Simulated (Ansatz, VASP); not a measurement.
# Two plane-wave programs on LiNbO3

File INCAR:

```
SYSTEM = LiNbO3
ALGO = Normal ; EDIFF = 1E-6
ENCUT = 520 ; GGA = PE
ISIF = 2 ; ISMEAR = 0
LASPH = .TRUE. ; LCHARG = .FALSE.
LREAL = .FALSE. ; LWAVE = .FALSE.
NBANDS = 45 ; NELM = 60
PREC = Accurate ; SIGMA = 0.05
```

The input KPOINTS:

```
k-points
0
G
  6 6 6
  0 0 0
```

Contents of POSCAR:

```
LiNbO3
1.0
    2.5810927125      1.4901945724      4.6468534167
   -2.5810927125      1.4901945724      4.6468534167
    0.0000000000     -2.9803891447      4.6468534168
Li Nb O
2 2 6
Direct
    0.2815913687      0.2815913687      0.2815913687
    0.7815913687      0.7815913687      0.7815913687
    0.0004900497      0.0004900497      0.0004900497
    0.5004900497      0.5004900497      0.5004900497
    0.1104619503      0.3580262714      0.7211003599
    0.7211003599      0.1104619503      0.3580262714
    0.3580262714      0.7211003599      0.1104619503
    0.2211003599      0.8580262714      0.6104619503
    0.8580262714      0.6104619503      0.2211003599
    0.6104619503      0.2211003599      0.8580262714
```

Input for Ansatz:

```yaml
crystal:
  lattice:
    - [2.5810927125, 1.4901945724, 4.6468534167]
    - [-2.5810927125, 1.4901945724, 4.6468534167]
    - [0.0, -2.9803891447, 4.6468534168]
  atoms:
    - { symbol: Li, position: [0.2815913687, 0.2815913687, 0.2815913687] }
    - { symbol: Li, position: [0.7815913687, 0.7815913687, 0.7815913687] }
    - { symbol: Nb, position: [0.0004900497, 0.0004900497, 0.0004900497] }
    - { symbol: Nb, position: [0.5004900497, 0.5004900497, 0.5004900497] }
    - { symbol: O, position: [0.1104619503, 0.3580262714, 0.7211003599] }
    - { symbol: O, position: [0.7211003599, 0.1104619503, 0.3580262714] }
    - { symbol: O, position: [0.3580262714, 0.7211003599, 0.1104619503] }
    - { symbol: O, position: [0.2211003599, 0.8580262714, 0.6104619503] }
    - { symbol: O, position: [0.8580262714, 0.6104619503, 0.2211003599] }
    - { symbol: O, position: [0.6104619503, 0.2211003599, 0.8580262714] }
basis:
  ecutwfc: 520.0
kpoints:
  mp_grid: { grid: [6, 6, 6] }
hamiltonian:
  xc: pbe
  pseudopotentials: { kind: paw, azcp: { folder: soft_1 } }
scf:
  occupations: { method: gaussian, width: 0.05 }
output:
  forces: true
  stress: true
  eigenvalues: true
```

Alike in both runs: task single point; functional PBE; k mesh 6 × 6 × 6; occupations gaussian, width 0.05 eV; no spin polarisation.

|  | VASP | Ansatz |
| --- | --- | --- |
| version | VASP 6.6.1 | Ansatz 0.2.0 |
| potentials or method | VASP PAW PBE potentials, release 64 (Li_sv, Nb_sv, O), cutoff 520 eV | scalar-relativistic, plane waves, PAW |
| valence electrons in the cell | 68 | 68 |

Ansatz gave:

```
gap on the k mesh at the Fermi level (eV) : 3.65
least direct gap on the mesh (eV)         : 3.67
rms of the force components (eV/Å)        : 0.109
```

Problem. What did VASP give for the same quantities?

Solution. gap on the k mesh at the Fermi level (eV): 3.64; least direct gap on the mesh (eV): 3.66; rms of the force components (eV/Å): 0.114.

Atom by atom the forces differ by 0.012 eV/Å (rms over components).

Noted on VASP's run: the cutoff is short for stress, so the pressure is rough.
